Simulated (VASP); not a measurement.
Crystal: HfO2.

```
CELL_PARAMETERS angstrom
0.00000 2.54876 2.54876
2.54876 0.00000 2.54876
2.54876 2.54876 0.00000
ATOMIC_POSITIONS crystal
Hf 0.00000 0.00000 0.00000
O 0.75000 0.75000 0.75000
O 0.25000 0.25000 0.25000
```

```yaml
Program: VASP 6.6.1
Task: relaxation of cell and atoms
Functional: PBE
Potentials_or_basis: VASP PAW PBE potentials, release 64 (Hf_pv, O)
Cutoff: 600 eV
k_mesh: 8 × 8 × 8
Occupations: gaussian, width 0.02 eV
Spin: no spin polarisation
```

At the start: pressure -3.9 GPa; volume 11.04 Å³/atom.

How do energy, volume and symmetry change on relaxing?

Over 3 steps the energy falls by 2.1 meV/atom and the volume is 10.87 Å³/atom (-1.6 %); space group Fm-3m (No. 225, to 0.05 Å).

The path:
| step | energy change (eV) | largest force (eV/Å) | pressure (GPa) | volume (Å³) |
| --- | --- | --- | --- | --- |
| 1 | 0.0000 | 0.0000 | -3.86 | 33.11 |
| 2 | 0.0072 | 0.0000 | 5.99 | 31.86 |
| 3 | -0.0064 | 0.0000 | -0.01 | 32.60 |

Final structure:
```xyz
3
Lattice="0.0000 2.5354 2.5354 2.5354 0.0000 2.5354 2.5354 2.5354 0.0000" Properties=species:S:1:pos:R:3 pbc="T T T"
Hf    0.0000    0.0000    0.0000
O     3.8031    3.8031    3.8031
O     1.2677    1.2677    1.2677
```
